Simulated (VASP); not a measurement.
Sb:

```
CELL_PARAMETERS angstrom
-1.87134 1.87134 1.87134
1.87134 -1.87134 1.87134
1.87134 1.87134 -1.87134
ATOMIC_POSITIONS crystal
Sb 0.00000 0.00000 0.00000
```

This isn't the form of Sb at room conditions, which is rhombohedral.

```yaml
Program: VASP 6.6.1
Task: relaxation of cell and atoms
Functional: HF
Potentials_or_basis: VASP PAW PBE potentials, release 64 (Sb_d_GW)
Cutoff: 500 eV
k_mesh: 5 × 5 × 5
Occupations: fermi-dirac, width 0.05 eV
Spin: no spin polarisation
```

At the start: pressure 4.8 GPa; volume 26.21 Å³/atom.

Q: Where does the relaxation end?

A: Over 3 steps the energy falls by 22.7 meV/atom and the volume is 27.83 Å³/atom (+6.2 %); space group Im-3m (No. 229, to 0.1 Å) before and after.

The path:
```csv
step,energy change (eV),largest force (eV/Å),pressure (GPa),volume (Å³)
1,0.0000,0.0000,4.79,26.21
2,-0.0072,0.0000,-3.22,29.30
3,-0.0227,0.0000,0.01,27.83
```

Final structure:
```
Sb
1.0
    -1.90915    1.90915    1.90915
     1.90915   -1.90915    1.90915
     1.90915    1.90915   -1.90915
Sb
1
Cartesian
  0.0000 0.0000 0.0000
```

Caveat: the k points lie up to 0.47 Å⁻¹ apart in the final cell, too coarse for converged energies and pressures of a metal; the PAW data sets were made with another functional, which shifts forces and pressure a little; an odd number of electrons without spin polarisation forces a metal; a magnetic or distorted state may lie lower.
